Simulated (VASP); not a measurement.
# Al (P6_3/mmc) in VASP: notebook, part 2 of 2

VASP 6.6.1. Earlier steps stand in the parts before.

**4. Single point, PBE+D3(BJ)**

This run uses another cell than the first one, of 16.67 Å³/atom, 1.048 times its volume.

INCAR

```
PREC = Accurate
ENCUT = 500
EDIFF = 1E-6
ISMEAR = 0
SIGMA = 0.1
LREAL = False
LASPH = True
NELM = 120
ALGO = Normal
ISIF = 2
LWAVE = False
LCHARG = False
GGA = PE
IVDW = 12
NBANDS = 10
GGA_COMPAT = False
```

KPOINTS

```
regular mesh
0
Gamma
  9 9 4
```

POSCAR

```
Al
1.0
    2.8124553515      0.0000000000      0.0000000000
   -1.4062276757      2.4356577814      0.0000000000
    0.0000000000      0.0000000000      4.8668500000
Al
2
Direct
    0.6666666700      0.3333333300      0.7500000000
    0.3333333300      0.6666666700      0.2500000000
```

Potentials or basis: VASP PAW PBE potentials, release 64 (Al).

Command:

```bash
$ cat potpaw_PBE.64/Al/POTCAR > POTCAR
$ mpirun -np 1 vasp_std > vasp.out
```

OUTCAR:

```text
PREC = Accurate
   ENCUT = 500
   EDIFF = 1E-6
   ISMEAR = 0
   LREAL = False
   LASPH = True
   NELM = 120
   ISIF = 2
   GGA = PE
   IVDW = 12
 IVDW          = 12

 ion  position               nearest neighbor table
   1  0.667  0.333  0.750-   2 2.93   2 2.93   2 2.93   2 2.93   2 2.93   2 2.93
   2  0.333  0.667  0.250-   1 2.93   1 2.93   1 2.93   1 2.93   1 2.93   1 2.93

  LATTYP: Found a hexagonal cell.
 ALAT       =     2.8124553515
 C/A-ratio  =     1.7304630267

  Lattice vectors:

 A1 = (   2.8124553515,   0.0000000000,   0.0000000000)
 A2 = (  -1.4062276757,   2.4356577814,   0.0000000000)
 A3 = (   0.0000000000,   0.0000000000,   4.8668500000)

Analysis of symmetry for initial positions (statically):
=====================================================================
 Subroutine PRICEL returns:
 Original cell was already a primitive cell.

 Routine SETGRP: Setting up the symmetry group for a
 hexagonal supercell.

 Subroutine GETGRP returns: Found 24 space group operations
 (whereof 12 operations were pure point group operations)
 out of a pool of 24 trial point group operations.

The static configuration has the point symmetry D_3d.
 The point group associated with its full space group is D_6h.

Analysis of symmetry for dynamics (positions and initial velocities):
=====================================================================
 Subroutine PRICEL returns:
 Original cell was already a primitive cell.

 Routine SETGRP: Setting up the symmetry group for a
 hexagonal supercell.

 Subroutine GETGRP returns: Found 24 space group operations
 (whereof 12 operations were pure point group operations)
 out of a pool of 24 trial point group operations.

The dynamic configuration has the point symmetry D_3d.
 The point group associated with its full space group is D_6h.

 Subroutine INISYM returns: Found 24 space group operations
 (whereof 12 operations are pure point group operations),
 and found     1 'primitive' translations

[... 120 lines left out ...]
   LHFCALC =     F    Hartree Fock is set to
   AEXX    =    0.0000 exact exchange contribution
   IVDW    =    12    specifies the selected vdW correction
   LEPSILON=     F    determine dielectric tensor
   LRPA    =     F    only Hartree local field effects (RPA)
 non-spin polarized calculation
 Gauss-broadening in eV      SIGMA  =   0.10
  energy-cutoff  :      500.00
  volume of cell :       33.34
 maximum number of plane-waves:       858
 NGX is ok and might be reduce to    24
   NGX = 11   NGY = 11   NGZ = 17

 number of electron       6.0000000 magnetization

 Free energy of the ion-electron system (eV)
  ---------------------------------------------------
  ext. energy  EPLUGINS =         0.00000000
  ---------------------------------------------------
  free energy    TOTEN  =        -7.41763285 eV

  energy without entropy =       -7.41473519  energy(sigma->0) =       -7.41618402

 E-fermi :   7.8349     XC(G=0): -10.1587

 val. band max:        7.8138646661   @ k =   0.3333   0.0000   0.2500
 cond. band min:       7.9967070405   @ k =   0.3333   0.2222   0.2500
 fundamental gap:      0.1828423744
 Fermi energy:         7.8348871182

 k-point     1 :       0.0000    0.0000    0.0000
  band No.  band energies     occupation
      1      -3.1746      2.00000
      2       2.8282      2.00000
      3       3.0635      2.00000
      4      19.0476      0.00000
      5      19.3281      0.00000
      6      19.3281      0.00000
      7      19.5528      0.00000
      8      19.5528      0.00000
      9      20.2735      0.00000
     10      22.6081      0.00000
[... 287 lines left out ...]
 k-point    24 :       0.3333    0.3333    0.2500
  band No.  band energies     occupation
      1       5.1603      2.00000
      2       5.1603      2.00000
      3       5.3364      2.00000
      4       8.1784      0.00000
      5       8.4559      0.00000
      6       8.4559      0.00000
      7      14.2189      0.00000
      8      14.2189      0.00000
      9      14.4168      0.00000
     10      22.5537      0.00000

 [... further k-points ...]

------------------------ aborting loop because EDIFF is reached ----------------------------------------

 Edisp (eV)   -0.66567

 E8    (eV) :    -0.2977

  FORCE on cell =-STRESS in cart. coord.  units (eV):
  Direction    XX          YY          ZZ          XY          YZ          ZX
  --------------------------------------------------------------------------------------
  -------------------------------------------------------------------------------------
  Total      -0.56492    -0.56492    -0.59590    -0.00000     0.00000     0.00000
  in kB     -27.14838   -27.14838   -28.63750    -0.00000     0.00000     0.00000
  external pressure =      -27.64 kB  Pullay stress =        0.00 kB

 VOLUME and BASIS-vectors are now :
 -----------------------------------------------------------------------------
  energy-cutoff  :      500.00
  volume of cell :       33.34
      direct lattice vectors                 reciprocal lattice vectors
     2.812455352  0.000000000  0.000000000     0.355561200  0.205283355  0.000000000
    -1.406227676  2.435657781  0.000000000     0.000000000  0.410566709  0.000000000
     0.000000000  0.000000000  4.866850000     0.000000000  0.000000000  0.205471712

 POSITION                                       TOTAL-FORCE (eV/Angst)
 -----------------------------------------------------------------------------------
      1.40623      0.81189      3.65014        -0.000000      0.000000      0.000000
     -0.00000      1.62377      1.21671         0.000000     -0.000000      0.000000
 -----------------------------------------------------------------------------------
    total drift:                                0.000000     -0.000000      0.000000

  FREE ENERGIE OF THE ION-ELECTRON SYSTEM (eV)
  ---------------------------------------------------
  free  energy   TOTEN  =        -8.0833000253 eV

  energy  without entropy=       -8.0804023735  energy(sigma->0) =       -8.08185120
```

It took 14 s on 1 thread of Intel Xeon 8259CL, shared host; peak memory 0.16 GiB.

What came out:

```yaml
Free_energy: -8.0833 eV
Pressure: -2.8 GPa
Band_gap_on_the_k_mesh: zero (band 3 reaches 11.21 eV, above the bottom of band 4 at 5.03 eV)
Dispersion_energy_per_atom: -0.333 eV
```

Levels at points of the mesh, in eV from the Fermi level:
| k point | band 1 | band 2 | band 3 | band 4 | band 5 | band 6 | band 7 | band 8 |
| --- | --- | --- | --- | --- | --- | --- | --- | --- |
| (0.00, 0.00, 0.00) | -11.01 | -5.01 | -4.77 | 11.21 | 11.49 | 11.49 | 11.72 | 11.72 |
| (0.00, 0.00, 0.50) | -9.46 | -9.46 | 2.44 | 2.44 | 12.53 | 12.53 | 12.53 | 12.53 |

Caveat: pairwise dispersion overbinds metals, which lowers pressure and volume.

**5. The runs side by side**

| cell | k mesh | cutoff (eV) | smearing | gap on the mesh (eV) | pressure (GPa) |
| --- | --- | --- | --- | --- | --- |
| a = 2.804, b = 2.804, c = 4.675 Å, angles 90.0, 90.0, 120.0°, 2 atoms | 18 × 18 × 10 | 520 | gaussian 0.1 eV | none | 0.0 |
| a = 2.804, b = 2.804, c = 14.025 Å, angles 90.0, 90.0, 60.0°, 6 atoms | 18 × 18 × 3 | 520 | gaussian 0.15 eV | none | 0.0 |
| a = 2.812, b = 2.812, c = 4.867 Å, angles 90.0, 90.0, 120.0°, 2 atoms | 9 × 9 × 4 | 500 | gaussian 0.1 eV | none | -2.8 |

Alike in all rows: task single point; level PBE+D3(BJ); potentials or basis VASP PAW PBE potentials, release 64 (Al); no spin polarisation.

Caveats: pairwise dispersion overbinds metals, which lowers pressure and volume.

Total energies depend on the potentials used, so only differences within one code and one set of settings carry meaning.
